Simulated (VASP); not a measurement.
GaP (rocksalt type): relaxation of cell and atoms with r2SCAN

The system is GaP (rocksalt type).

```
CELL_PARAMETERS angstrom
0.00000 2.34722 2.34722
2.34722 0.00000 2.34722
2.34722 2.34722 0.00000
ATOMIC_POSITIONS crystal
Ga 0.00000 0.00000 0.00000
P 0.50000 0.50000 0.50000
```

| Item | Value |
| --- | --- |
| Program | VASP 6.6.1 |
| Task | relaxation of cell and atoms |
| Functional | r2SCAN |
| Potentials or basis | VASP PAW PBE potentials, release 64 (Ga_d, P) |
| Cutoff | 600 eV |
| k mesh | 14 × 14 × 14 |
| Occupations | fermi-dirac, width 0.05 eV |
| Spin | no spin polarisation |
| Dipole correction | no |
| Further INCAR settings | ALGO = Normal; EDIFF = 1e-06; IBRION = 2; EDIFFG = -0.005; NSW = 60; ISIF = 3 |

```
Relaxed volume                         : 16.73 Å³/atom
Relaxed cell                           : a = 3.617 Å, b = 3.617 Å, c = 3.617 Å, α = 60.00°, β = 60.00°, γ = 60.00°
Space group after relaxing (to 0.05 Å) : Fm-3m (No. 225)
Energy gained by relaxing              : 426.5 meV/atom
Ionic steps                            : 19
Pressure after relaxing                : 0.0 GPa
Band gap on the k mesh                 : zero (band 9 reaches 7.10 eV, above the bottom of band 10 at 3.69 eV)
```

Step by step:
| step | energy change (eV) | largest force (eV/Å) | pressure (GPa) | volume (Å³) |
| --- | --- | --- | --- | --- |
| 1 | 0.0000 | 0.0000 | 45.24 | 25.86 |
| 2 | -0.4080 | 0.0000 | -13.25 | 42.08 |
| 3 | -0.8528 | 0.0000 | -0.39 | 33.63 |
| 4 | -0.8531 | 0.0000 | 0.06 | 33.46 |
| 5 | -0.8531 | 0.0000 | 0.07 | 33.46 |
| 6 | -0.8531 | 0.0000 | 0.07 | 33.46 |
| 7 | -0.8531 | 0.0000 | 0.07 | 33.46 |
| 8 | -0.8531 | 0.0000 | 0.07 | 33.46 |
| 9 | -0.8531 | 0.0000 | 0.07 | 33.46 |
| 10 | -0.8531 | 0.0000 | 0.07 | 33.46 |
| 11 | -0.8531 | 0.0000 | 0.07 | 33.46 |
| 12 | -0.8531 | 0.0000 | 0.07 | 33.46 |
| 13 | -0.8531 | 0.0000 | 0.07 | 33.46 |
| 14 | -0.8531 | 0.0000 | 0.07 | 33.46 |
| 15 | -0.8531 | 0.0000 | 0.07 | 33.46 |
| 16 | -0.8531 | 0.0000 | 0.07 | 33.46 |
| 17 | -0.8531 | 0.0000 | 0.07 | 33.46 |
| 18 | -0.8531 | 0.0000 | 0.07 | 33.46 |
| 19 | -0.8531 | 0.0000 | -0.01 | 33.46 |

Final structure:
```
Ga P
1.0
     0.00000    2.55768    2.55768
     2.55768    0.00000    2.55768
     2.55768    2.55768    0.00000
Ga P
1 1
Direct
  0.00000 0.00000 0.00000
  0.50000 0.50000 0.50000
```

Levels at points of the mesh, in eV from the Fermi level:
| k point | band 5 | band 6 | band 7 | band 8 | band 9 | band 10 | band 11 | band 12 | band 13 |
| --- | --- | --- | --- | --- | --- | --- | --- | --- | --- |
| (0.00, 0.00, 0.00) | -15.21 | -14.02 | -0.06 | -0.06 | -0.06 | 2.18 | 7.50 | 7.50 | 7.50 |
| (0.50, 0.00, 0.00) | -15.16 | -11.06 | -8.26 | 0.14 | 0.14 | 3.20 | 3.20 | 3.65 | 5.85 |
| (0.50, 0.50, 0.00) | -15.14 | -9.84 | -6.24 | -3.09 | -2.91 | -2.91 | 3.71 | 11.88 | 11.88 |

Run time: 20 min on 1 thread of AMD EPYC 9R45 (Zen 5), on a shared host, peak memory 0.17 GiB.

Caveat: the volume moved by over 15 % at a fixed basis, so the end points are rough; the PAW data sets were made with another functional, which shifts forces and pressure a little.
